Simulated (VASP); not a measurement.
The system is NaCl.

```xyz
2
Lattice="0.0000 2.8027 2.8027 2.8027 0.0000 2.8027 2.8027 2.8027 0.0000" Properties=species:S:1:pos:R:3 pbc="T T T"
Na    0.0000    0.0000    0.0000
Cl    2.8027    2.8027    2.8027
```

Base run:

| Property | Result |
| --- | --- |
| Program | VASP 6.6.1 |
| Functional | r2SCAN |
| Potentials or basis | VASP PAW PBE potentials, release 64 (Na_pv, Cl) |
| Cutoff | 520 eV |
| k mesh | 8 × 8 × 8 |
| Occupations | gaussian, width 0.01 eV |
| Spin | no spin polarisation |

Its results: band gap on the k mesh 6.00 eV; pressure -0.2 GPa.

Problem. The run is repeated on the same cell with these changes: functional from r2SCAN to PBE; occupations from gaussian, width 0.01 eV to fermi-dirac, width 0.02 eV. What comes out?

Solution. Band gap on the k mesh 5.18 eV; pressure 1.2 GPa.

Caveats: the PAW data sets were made with another functional, which shifts forces and pressure a little (at least some runs).

A k mesh can miss the band edges.
